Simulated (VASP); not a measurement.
# KF (Pm-3m) in VASP: notebook

Runs on KF. Level: PBE. Tasks: single point.

Program: VASP 6.6.1. These are calculated values, not measurements. Logs are shortened: lines on timing, memory, paths and dates and some standing lists are left out, and cuts for length are marked.

### 1 The cell of the first run

The structure is cubic, space group Pm-3m (No. 221). Conventional cell: a = 3.192 Å, b = 3.192 Å, c = 3.192 Å, α = 90.00°, β = 90.00°, γ = 90.00°. K (site symmetry m-3m) has 8 F at 2.76 Å and 6 K at 3.19 Å within 3.6 Å. F (site symmetry m-3m) has 8 K at 2.76 Å and 6 F at 3.19 Å within 3.6 Å.

### 2 Single point, PBE, non-collinear spin, typed start (16.27 Å³/atom)

Input file INCAR:

```
  ALGO = Normal
  EDIFF = 1E-7
  ENCUT = 520
  GGA = PE
  ISIF = 2
  ISMEAR = -1
  LASPH = True
  LCHARG = False
  LNONCOLLINEAR = True
  LORBIT = 11
  LREAL = False
  LWAVE = False
  MAGMOM = -0.036 0.113 0.308 0 0 0
  NBANDS = 28
  NELM = 150
  PREC = Accurate
  SIGMA = 0.1
```

Input file KPOINTS:

```
k-points
0
Gamma
  6 6 6
```

Input file POSCAR:

```
KF
1.0
    3.1924270469      0.0000000000      0.0000000000
    0.0000000000      3.1924270469      0.0000000000
    0.0000000000      0.0000000000      3.1924270469
K F
1 1
Direct
    0.0000000000      0.0000000000      0.0000000000
    0.5000000000      0.5000000000      0.5000000000
```

Potentials or basis: VASP PAW PBE potentials, release 64 (K_sv, F).

Launch:

```console
$ cat potpaw_PBE.64/K_sv/POTCAR potpaw_PBE.64/F/POTCAR > POTCAR
$ mpirun -np 1 vasp_ncl > vasp.out
```

OUTCAR:

```text
EDIFF = 1E-7
   ENCUT = 520
   GGA = PE
   ISIF = 2
   ISMEAR = -1
   LASPH = True
   LNONCOLLINEAR = True
   LORBIT = 11
   LREAL = False
   NELM = 150
   PREC = Accurate

 ion  position               nearest neighbor table
   1  0.000  0.000  0.000-   2 2.76   2 2.76   2 2.76   2 2.76   2 2.76   2 2.76   2 2.76   2 2.76

   2  0.500  0.500  0.500-   1 2.76   1 2.76   1 2.76   1 2.76   1 2.76   1 2.76   1 2.76   1 2.76

  LATTYP: Found a simple cubic cell.
 ALAT       =     3.1924270469

  Lattice vectors:

 A1 = (   3.1924270469,   0.0000000000,   0.0000000000)
 A2 = (   0.0000000000,   3.1924270469,   0.0000000000)
 A3 = (   0.0000000000,   0.0000000000,   3.1924270469)

Analysis of symmetry for initial positions (statically):
=====================================================================
 Subroutine PRICEL returns:
 Original cell was already a primitive cell.

 Routine SETGRP: Setting up the symmetry group for a
 simple cubic supercell.

 Subroutine GETGRP returns: Found 48 space group operations
 (whereof 48 operations were pure point group operations)
 out of a pool of 48 trial point group operations.

The static configuration has the point symmetry O_h .

Analysis of symmetry for dynamics (positions and initial velocities):
=====================================================================
 Subroutine PRICEL returns:
 Original cell was already a primitive cell.

 Routine SETGRP: Setting up the symmetry group for a
 simple cubic supercell.

 Subroutine GETGRP returns: Found 48 space group operations
 (whereof 48 operations were pure point group operations)
 out of a pool of 48 trial point group operations.

The dynamic configuration has the point symmetry O_h .

Analysis of structural, dynamic, and magnetic symmetry:
=====================================================================
 Subroutine PRICEL returns:
 Original cell was already a primitive cell.

 Routine SETGRP: Setting up the symmetry group for a
 simple cubic supercell.

 Subroutine GETGRP returns: Found  2 space group operations
 (whereof  2 operations were pure point group operations)
 out of a pool of 48 trial point group operations.

The overall configuration has the point symmetry S_2 .

 Subroutine INISYM returns: Found  2 space group operations
 (whereof  2 operations are pure point group operations),
 and found     1 'primitive' translations

----------------------------------------------------------------------------------------

                                     Primitive cell

  volume of cell :      32.5359

  direct lattice vectors                    reciprocal lattice vectors
     3.192427047  0.000000000  0.000000000     0.313241301  0.000000000  0.000000000
     0.000000000  3.192427047  0.000000000     0.000000000  0.313241301  0.000000000
     0.000000000  0.000000000  3.192427047     0.000000000  0.000000000  0.313241301

  length of vectors
     3.192427047  3.192427047  3.192427047     0.313241301  0.313241301  0.313241301

  position of ions in fractional coordinates (direct lattice)
     0.000000000  0.000000000  0.000000000
     0.500000000  0.500000000  0.500000000

  ion indices of the primitive-cell ions
   primitive index   ion index
                 1           1
                 2           2

----------------------------------------------------------------------------------------

 KPOINTS: k-points

Automatic generation of k-mesh.
 Grid dimensions read from file:
 generate k-points for:    6    6    6

 Generating k-lattice:

  Cartesian coordinates                     Fractional coordinates (reciprocal lattice)
     0.052206883  0.000000000  0.000000000     0.166666667  0.000000000  0.000000000
     0.000000000  0.052206883  0.000000000     0.000000000  0.166666667  0.000000000
     0.000000000  0.000000000  0.052206883     0.000000000  0.000000000  0.166666667

  Length of vectors
     0.052206883  0.052206883  0.052206883

  Shift w.r.t. Gamma in fractional coordinates (k-lattice)
     0.000000000  0.000000000  0.000000000

 Subroutine IBZKPT returns following result:
 ===========================================

 Found    112 irreducible k-points:

 Following reciprocal coordinates:
            Coordinates               Weight
  0.000000  0.000000  0.000000      1.000000
  0.166667  0.000000  0.000000      2.000000
  0.000000  0.166667  0.000000      2.000000
  0.000000  0.000000  0.166667      2.000000
  0.333333  0.000000  0.000000      2.000000
  0.000000  0.333333  0.000000      2.000000
[... 16 lines left out ...]
  0.000000 -0.333333  0.166667      2.000000
 -0.166667  0.000000  0.333333      2.000000
 [... further k-points ...]
   k-points           NKPTS =    112   k-points in BZ     NKDIM =    112   number of bands    NBANDS=     28
   number of dos      NEDOS =    301   number of ions     NIONS =      2
   total plane-waves  NPLWV =  13824
   dimension x,y,z NGX =    24 NGY =   24 NGZ =   24
[... 89 lines left out ...]
[... 20 lines left out ...]
     27      12.4556      0.00000
     28      12.4557      0.00000

 k-point     3 :       0.0000    0.1667    0.0000
  band No.  band energies     occupation
      1     -28.6818      1.00000
      2     -28.6818      1.00000
      3     -20.8023      1.00000
      4     -20.8023      1.00000
      5     -11.8764      1.00000
      6     -11.8764      1.00000
[... 20 lines left out ...]
     27      12.4556      0.00000
     28      12.4557      0.00000

 k-point     4 :       0.0000    0.0000    0.1667
  band No.  band energies     occupation
      1     -28.6818      1.00000
      2     -28.6818      1.00000
      3     -20.8023      1.00000
      4     -20.8023      1.00000
      5     -11.8764      1.00000
      6     -11.8764      1.00000
[... 20 lines left out ...]
     27      12.4556      0.00000
     28      12.4557      0.00000

 k-point     5 :       0.3333    0.0000    0.0000
  band No.  band energies     occupation
      1     -28.6020      1.00000
      2     -28.6020      1.00000
      3     -20.8291      1.00000
      4     -20.8290      1.00000
      5     -12.2568      1.00000
      6     -12.2568      1.00000
[... 20 lines left out ...]
     27      12.6399      0.00000
     28      12.6399      0.00000

 k-point     6 :       0.0000    0.3333    0.0000
  band No.  band energies     occupation
      1     -28.6020      1.00000
      2     -28.6020      1.00000
      3     -20.8291      1.00000
      4     -20.8290      1.00000
      5     -12.2568      1.00000
      6     -12.2568      1.00000
[... 463 lines left out ...]
      5     -12.2793      1.00000
      6     -12.2793      1.00000
[... 20 lines left out ...]
     27      11.9550      0.00000
     28      11.9550      0.00000

 k-point    22 :       0.0000    0.1667    0.3333
  band No.  band energies     occupation
      1     -28.5685      1.00000
      2     -28.5685      1.00000
      3     -20.8055      1.00000
      4     -20.8055      1.00000
      5     -12.2793      1.00000
      6     -12.2793      1.00000
[... 20 lines left out ...]
     27      11.9550      0.00000
     28      11.9550      0.00000

 k-point    23 :       0.0000   -0.3333    0.1667
  band No.  band energies     occupation
      1     -28.5685      1.00000
      2     -28.5685      1.00000
      3     -20.8055      1.00000
      4     -20.8055      1.00000
      5     -12.2793      1.00000
      6     -12.2793      1.00000
[... 20 lines left out ...]
     27      11.9550      0.00000
     28      11.9550      0.00000

 k-point    24 :      -0.1667    0.0000    0.3333
  band No.  band energies     occupation
      1     -28.5685      1.00000
      2     -28.5685      1.00000
      3     -20.8055      1.00000
      4     -20.8055      1.00000
      5     -12.2793      1.00000
      6     -12.2793      1.00000
[... 20 lines left out ...]
     27      11.9550      0.00000
     28      11.9550      0.00000

 [... further k-points ...]

------------------------ aborting loop because EDIFF is reached ----------------------------------------

  FORCE on cell =-STRESS in cart. coord.  units (eV):
  Direction    XX          YY          ZZ          XY          YZ          ZX
  --------------------------------------------------------------------------------------
  -------------------------------------------------------------------------------------
  Total        0.4926242      0.4926242      0.4926225     -0.0000004      0.0000003      0.0000001
  in kB       24.2584688     24.2584697     24.2583845     -0.0000176      0.0000126      0.0000071
  external PRESSURE =      24.2584410 kB  Pullay stress =       0.0000000 kB

 VOLUME and BASIS-vectors are now :
 -----------------------------------------------------------------------------
  energy-cutoff  :      520.00
  volume of cell :       32.54
      direct lattice vectors                 reciprocal lattice vectors
     3.192427047  0.000000000  0.000000000     0.313241301  0.000000000  0.000000000
     0.000000000  3.192427047  0.000000000     0.000000000  0.313241301  0.000000000
     0.000000000  0.000000000  3.192427047     0.000000000  0.000000000  0.313241301

 POSITION                                       TOTAL-FORCE (eV/Angst)
 -----------------------------------------------------------------------------------
      0.00000      0.00000      0.00000         0.000000      0.000000      0.000000
      1.59621      1.59621      1.59621         0.000000      0.000000      0.000000
 -----------------------------------------------------------------------------------
    total drift:                                0.000000     -0.000000     -0.000000

  FREE ENERGIE OF THE ION-ELECTRON SYSTEM (eV)
  ---------------------------------------------------
  free  energy   TOTEN  =        -8.0759248752 eV

  energy  without entropy=       -8.0759248752  energy(sigma->0) =       -8.07592488

 total charge

# of ion       s       p       d       tot
------------------------------------------
    1        1.958   5.594   0.034   7.586
    2        1.730   4.353   0.000   6.084
--------------------------------------------------
tot          3.689   9.947   0.034  13.670

 magnetization (x)

# of ion       s       p       d       tot
------------------------------------------
    1       -0.000   0.000   0.000   0.000
    2        0.000  -0.000   0.000  -0.000
--------------------------------------------------
tot         -0.000   0.000   0.000  -0.000

 magnetization (y)

# of ion       s       p       d       tot
------------------------------------------
    1        0.000  -0.000  -0.000  -0.000
    2       -0.000   0.000   0.000   0.000
--------------------------------------------------
tot          0.000  -0.000  -0.000  -0.000

 magnetization (z)

# of ion       s       p       d       tot
------------------------------------------
    1        0.000  -0.000  -0.000  -0.000
    2       -0.000   0.000   0.000   0.000
--------------------------------------------------
tot          0.000  -0.000  -0.000  -0.000
```

It took 4.7 min on 1 thread of Intel Xeon 8259CL, shared host; peak memory 0.26 GiB.

What came out:

```
Free energy                                           : -8.0759 eV
Pressure                                              : 2.4 GPa
Band gap on the k mesh                                : 6.70 eV (least direct gap 6.74 eV)
Net moment                                            : 0.00 μB per cell
Valence electrons inside the program's atomic spheres : K 7.59; F 6.08
```

Levels at points of the mesh, in eV from the valence-band top:
| k point | band 12 | band 13 | band 14 | band 15 | band 16 | band 17 | band 18 | band 19 | band 20 | band 21 |
| --- | --- | --- | --- | --- | --- | --- | --- | --- | --- | --- |
| (0.00, 0.00, 0.00) | -0.04 | -0.04 | -0.04 | -0.04 | -0.04 | 6.70 | 6.70 | 8.36 | 8.36 | 8.36 |
| (0.50, 0.00, 0.00) | -1.31 | -0.18 | -0.18 | -0.18 | -0.18 | 9.41 | 9.41 | 9.77 | 9.77 | 11.49 |
| (0.00, 0.50, 0.00) | -1.31 | -0.18 | -0.18 | -0.18 | -0.18 | 9.41 | 9.41 | 9.77 | 9.77 | 11.49 |
| (0.00, 0.00, 0.50) | -1.31 | -0.18 | -0.18 | -0.18 | -0.18 | 9.41 | 9.41 | 9.77 | 9.77 | 11.49 |
| (0.50, 0.50, 0.00) | -0.63 | -0.63 | -0.63 | 0.00 | 0.00 | 8.63 | 8.63 | 9.20 | 9.20 | 12.12 |
| (0.00, 0.50, 0.50) | -0.63 | -0.63 | -0.63 | 0.00 | 0.00 | 8.63 | 8.63 | 9.20 | 9.20 | 12.12 |
| (0.50, 0.00, 0.50) | -0.63 | -0.63 | -0.63 | 0.00 | 0.00 | 8.63 | 8.63 | 9.20 | 9.20 | 12.12 |
| (0.50, 0.50, 0.50) | -1.14 | -1.14 | -1.14 | -1.14 | -1.14 | 10.72 | 10.72 | 10.72 | 10.72 | 10.72 |

Moments on the atoms (μB; x, y, z):
```
K   0.00 0.00 0.00
F   0.00 0.00 0.00
```

### 3 Single point, PBE, non-collinear spin, typed start (16.61 Å³/atom)

This run uses another cell than the first one, of 16.61 Å³/atom.

Input file INCAR:

```
SYSTEM = KF
PREC     = Accurate       ! precision mode
ENCUT    = 520            ! plane-wave cutoff, eV
EDIFF    = 1E-6           ! SCF threshold, eV
ISMEAR   = -1             ! smearing method
SIGMA    = 0.1            ! smearing width, eV
LREAL    = .False.        ! projectors in reciprocal space
LASPH    = .True.         ! aspherical terms in the spheres
NELM     = 150            ! most SCF steps
ALGO     = Normal         ! electronic algorithm
ISIF     = 2              ! what is computed and relaxed
LWAVE    = .False.        ! write WAVECAR
LCHARG   = .False.        ! write CHGCAR
LNONCOLLINEAR= .True.         ! non-collinear magnetism
MAGMOM   = -0.036 0.113 0.308 0 0 0 ! initial moments
LORBIT   = 11             ! projections on sites
GGA      = PE             ! functional
NBANDS   = 28             ! bands
```

Input file KPOINTS:

```
regular mesh
0
Gamma
  6 6 6
  0 0 0
```

Input file POSCAR:

```
KF
1.0
    3.2149096683      0.0000000000      0.0000000000
    0.0000000000      3.2149096683      0.0000000000
    0.0000000000      0.0000000000      3.2149096683
K F
1 1
Direct
    0.0000000000      0.0000000000      0.0000000000
    0.5000000000      0.5000000000      0.5000000000
```

Potentials or basis: VASP PAW PBE potentials, release 64 (K_sv, F).

Launch:

```console
$ cat potpaw_PBE.64/K_sv/POTCAR potpaw_PBE.64/F/POTCAR > POTCAR
$ mpirun -np 1 vasp_ncl > vasp.out
```

Wall time 5.6 min (1 thread of Intel Xeon 8259CL, shared host); peak memory 0.26 GiB.

Results (log left out):

```
Free energy                                           : -8.0854 eV
Pressure                                              : 1.5 GPa
Band gap on the k mesh                                : 6.54 eV (least direct gap 6.59 eV)
Net moment                                            : 0.00 μB per cell
Valence electrons inside the program's atomic spheres : K 7.58; F 6.08
```

Levels at points of the mesh, in eV from the valence-band top:
```csv
k point,band 13,band 14,band 15,band 16,band 17,band 18,band 19,band 20
"(0.00, 0.00, 0.00)",-0.05,-0.05,-0.05,-0.05,6.54,6.54,8.34,8.34
"(0.50, 0.00, 0.00)",-0.18,-0.18,-0.18,-0.18,9.37,9.37,9.62,9.62
"(0.00, 0.50, 0.00)",-0.18,-0.18,-0.18,-0.18,9.37,9.37,9.62,9.62
"(0.00, 0.00, 0.50)",-0.18,-0.18,-0.18,-0.18,9.37,9.37,9.62,9.62
"(0.50, 0.50, 0.00)",-0.62,-0.62,0.00,0.00,8.57,8.57,9.12,9.12
"(0.00, 0.50, 0.50)",-0.62,-0.62,0.00,0.00,8.57,8.57,9.12,9.12
"(0.50, 0.00, 0.50)",-0.62,-0.62,0.00,0.00,8.57,8.57,9.12,9.12
"(0.50, 0.50, 0.50)",-1.10,-1.10,-1.10,-1.10,10.62,10.62,10.62,10.62
```

Moments on the atoms (μB; x, y, z):
```
K   0.00 0.00 0.00
F   0.00 0.00 0.00
```

### 4 Single point, PBE, non-collinear spin, typed start (16.96 Å³/atom)

This run uses another cell than the first one, of 16.96 Å³/atom.

Input file INCAR:

```
PREC     = Accurate       # precision mode
ENCUT    = 520            # plane-wave cutoff, eV
EDIFF    = 1E-6           # SCF threshold, eV
ISMEAR   = -1             # smearing method
SIGMA    = 0.1            # smearing width, eV
LREAL    = False          # projectors in reciprocal space
LASPH    = True           # aspherical terms in the spheres
NELM     = 150            # most SCF steps
ALGO     = Normal         # electronic algorithm
ISIF     = 2              # what is computed and relaxed
LWAVE    = False          # write WAVECAR
LCHARG   = False          # write CHGCAR
LNONCOLLINEAR= True           # non-collinear magnetism
MAGMOM   = -0.036 0.113 0.308 0 0 0 # initial moments
LORBIT   = 11             # projections on sites
GGA      = PE             # functional
NBANDS   = 28             # bands
```

Input file KPOINTS:

```
regular mesh
0
Gamma
  6 6 6
```

Input file POSCAR:

```
KF
1.0
    3.2370821598      0.0000000000      0.0000000000
    0.0000000000      3.2370821598      0.0000000000
    0.0000000000      0.0000000000      3.2370821598
K F
1 1
Direct
    0.0000000000      0.0000000000      0.0000000000
    0.5000000000      0.5000000000      0.5000000000
```

Launch:

```console
$ cat potpaw_PBE.64/K_sv/POTCAR potpaw_PBE.64/F/POTCAR > POTCAR
$ mpirun -np 1 vasp_ncl > vasp.out
```

Run time: 5.2 min. Hardware: 1 thread of Intel Xeon 8259CL, shared host; peak memory 0.27 GiB.

It converged, with:

```
Free energy                                           : -8.0911 eV
Pressure                                              : 0.7 GPa
Band gap on the k mesh                                : 6.40 eV (least direct gap 6.45 eV)
Net moment                                            : 0.00 μB per cell
Valence electrons inside the program's atomic spheres : K 7.58; F 6.08
```

Levels at points of the mesh, in eV from the valence-band top:
```csv
k point,band 12,band 13,band 14,band 15,band 16,band 17,band 18,band 19,band 20,band 21
"(0.00, 0.00, 0.00)",-0.05,-0.05,-0.05,-0.05,-0.05,6.40,6.40,8.31,8.31,8.31
"(0.50, 0.00, 0.00)",-1.25,-0.17,-0.17,-0.17,-0.17,9.32,9.32,9.49,9.49,11.06
"(0.00, 0.50, 0.00)",-1.25,-0.17,-0.17,-0.17,-0.17,9.32,9.32,9.49,9.49,11.06
"(0.00, 0.00, 0.50)",-1.25,-0.17,-0.17,-0.17,-0.17,9.32,9.32,9.49,9.49,11.06
"(0.50, 0.50, 0.00)",-0.62,-0.62,-0.62,0.00,0.00,8.52,8.52,9.05,9.05,11.94
"(0.00, 0.50, 0.50)",-0.62,-0.62,-0.62,0.00,0.00,8.52,8.52,9.05,9.05,11.94
"(0.50, 0.00, 0.50)",-0.62,-0.62,-0.62,0.00,0.00,8.52,8.52,9.05,9.05,11.94
"(0.50, 0.50, 0.50)",-1.07,-1.07,-1.07,-1.07,-1.07,10.52,10.52,10.52,10.52,10.52
```

Moments on the atoms (μB; x, y, z):
```
K   0.00 0.00 0.00
F   0.00 0.00 0.00
```

### 5 Overview

```csv
cell,gap on the mesh (eV),pressure (GPa),moment (μB)
"a = 3.192 Å, 2 atoms",6.70,2.4,0.00
"a = 3.215 Å, 2 atoms",6.54,1.5,0.00
"a = 3.237 Å, 2 atoms",6.40,0.7,0.00
```

Alike in all rows: task single point; level PBE; potentials or basis VASP PAW PBE potentials, release 64 (K_sv, F); spin non-collinear, typed start; k mesh 6 × 6 × 6; cutoff (eV) 520; smearing fermi-dirac 0.1 eV.

Total energies depend on the potentials used, so only differences within one code and one set of settings carry meaning.
